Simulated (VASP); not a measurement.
Wanted: the native input for a VASP 6.6.1 run.

```
Task                   : relaxation of cell and atoms
Functional             : PBE
Potentials or basis    : VASP PAW PBE potentials, release 64 (Ge_d, F)
Cutoff                 : 600 eV
k mesh                 : 3 × 3 × 6
Occupations            : gaussian, width 0.1 eV
Spin                   : no spin polarisation
Dipole correction      : no
Further INCAR settings : ALGO = Normal; EDIFF = 1e-06; IBRION = 2; EDIFFG = -0.04; NSW = 90; ISIF = 3
```

The structure of GeF5 lies in POSCAR:

```
GeF5
1.0
    6.3626551468      0.0000000000      0.0000000000
   -3.1813275734      5.5102209926      0.0000000000
    0.0000000000      0.0000000000      2.7724460802
Ge F
1 5
Direct
    0.0000000000      0.0000000000      0.5000000000
    0.5000000000      0.0000000000      0.0000000000
    0.0000000000      0.5000000000      0.0000000000
    0.5000000000      0.5000000000      0.0000000000
    0.3333333333      0.6666666667      0.0000000000
    0.6666666667      0.3333333333      0.0000000000
```

The cell was built from a structure type or drawn by symmetry, and may not be a known phase.

One way to write it, as run:

INCAR

```
SYSTEM = GeF5
PREC = Accurate
ENCUT = 600
EDIFF = 1E-6
ISMEAR = 0
SIGMA = 0.1
LREAL = .FALSE.
LASPH = .TRUE.
NELM = 60
ALGO = Normal
ISIF = 3
LWAVE = .FALSE.
LCHARG = .FALSE.
GGA = PE
IBRION = 2
NSW = 90
EDIFFG = -0.04
```

KPOINTS

```
regular mesh
0
G
  3 3 6
  0 0 0
```

Potentials or basis: VASP PAW PBE potentials, release 64 (Ge_d, F).

The run is started by

```bash
$ cat potpaw_PBE.64/Ge_d/POTCAR potpaw_PBE.64/F/POTCAR > POTCAR
$ mpirun -np 1 vasp_std > vasp.out
```

It gave:

```json
{
 "Relaxed volume": "17.86 Å³/atom",
 "Relaxed cell": "a = 6.380 Å, b = 6.380 Å, c = 3.040 Å, α = 90.00°, β = 90.00°, γ = 120.00°",
 "Space group after relaxing (to 0.1 Å)": "P6/mmm (No. 191)",
 "Energy gained by relaxing": "27.0 meV/atom",
 "Ionic steps": "6",
 "Pressure after relaxing": "-0.1 GPa",
 "Band gap on the k mesh": "zero (an odd number of electrons rules out a gap without spin polarisation)"
}
```

Caveat: the k points lie up to 0.38 Å⁻¹ apart in the final cell, too coarse for converged energies and pressures of a metal; an odd number of electrons without spin polarisation forces a metal; a magnetic or distorted state may lie lower.

It took 6.2 min on 1 thread of Intel Xeon 8259CL, with other jobs on the host, peak memory 0.27 GiB.
